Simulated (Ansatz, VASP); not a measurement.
**BiO5 in VASP and in Ansatz**

```
CELL_PARAMETERS angstrom
4.36671 0.00000 0.00000
0.00000 4.36671 0.00000
0.00000 0.00000 4.36671
ATOMIC_POSITIONS crystal
Bi 0.50000 0.50000 0.50000
O 0.78326 0.78326 0.78326
O 0.21674 0.21674 0.78326
O 0.21674 0.78326 0.21674
O 0.78326 0.21674 0.21674
O 0.00000 0.00000 0.00000
```

Alike in both runs: functional PBE; k mesh 4 × 4 × 4; occupations gaussian, width 0.2 eV; no spin polarisation.

Ansatz relaxed the structure, and its values are those at the end. VASP's run is a single point on that final structure, the one shown.

|  | VASP | Ansatz |
| --- | --- | --- |
| version | VASP 6.6.1 | Ansatz 0.2.0 |
| potentials or method | VASP PAW PBE potentials, release 64 (Bi_d, O), cutoff 600 eV | scalar-relativistic, plane waves, PAW |
| valence electrons in the cell | 45 | 45 |

```csv
,VASP,Ansatz,Ansatz less VASP
gap on the k mesh at the Fermi level (eV),none,none,-
pressure (GPa),-0.1,-0.1,+0.03
rms of the force components (eV/Å),0.002,0.010,+0.0077
```

A gap of «none» marks a metal or a gap that the smearing closes. The functional is the same, so the differences come from potentials, cutoffs and numerics.

Spin-orbit coupling is off throughout.
